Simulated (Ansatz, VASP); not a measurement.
## Two plane-wave programs on SiC

```
CELL_PARAMETERS angstrom
0.00000 3.91363 2.67827
1.55102 0.00000 2.67827
1.55102 3.91363 0.00000
ATOMIC_POSITIONS crystal
Si 0.66695 0.66695 0.33305
C 0.33305 0.33305 0.66695
```

Alike in both runs: functional PBE; k mesh 8 × 8 × 8; occupations gaussian, width 0.1 eV; no spin polarisation.

Ansatz relaxed the structure, and its values are those at the end. VASP's run is a single point on that final structure, the one shown.

|  | VASP | Ansatz |
| --- | --- | --- |
| version | VASP 6.6.1 | Ansatz 0.2.0 |
| potentials or method | VASP PAW PBE potentials, release 64 (Si, C), cutoff 520 eV | scalar-relativistic, plane waves, PAW |
| valence electrons in the cell | 8 | 8 |

|  | VASP | Ansatz | Ansatz less VASP |
| --- | --- | --- | --- |
| gap on the k mesh at the Fermi level (eV) | 1.38 | 1.39 | +0.008 |
| least direct gap on the mesh (eV) | 2.63 | 2.64 | +0.007 |
| pressure (GPa) | 0.0 | 0.0 | +0.07 |
